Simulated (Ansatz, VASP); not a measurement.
**CaO: VASP beside Ansatz**

```
CELL_PARAMETERS angstrom
0.00000 2.40356 2.40356
2.40356 0.00000 2.40356
2.40356 2.40356 0.00000
ATOMIC_POSITIONS crystal
Ca 0.00000 0.00000 0.00000
O 0.50000 0.50000 0.50000
```

Alike in both runs: task single point; functional PBE; k mesh 4 × 4 × 4; occupations gaussian, width 0.1 eV; no spin polarisation.

```csv
,VASP,Ansatz
version,VASP 6.6.1,Ansatz 0.2.0
potentials or method,"VASP PAW PBE potentials, release 64 (Ca_sv, O), cutoff 600 eV","scalar-relativistic, plane waves, PAW"
valence electrons in the cell,16,16
```

|  | VASP | Ansatz | Ansatz less VASP |
| --- | --- | --- | --- |
| gap on the k mesh at the Fermi level (eV) | 3.63 | 3.65 | +0.018 |
| least direct gap on the mesh (eV) | 4.00 | 4.02 | +0.017 |
| pressure (GPa) | 2.1 | 1.6 | -0.48 |

With one functional, cell and mesh, what is left measures potentials, basis and numerics.

The k mesh is coarse, so the values compare programs but aren't converged.
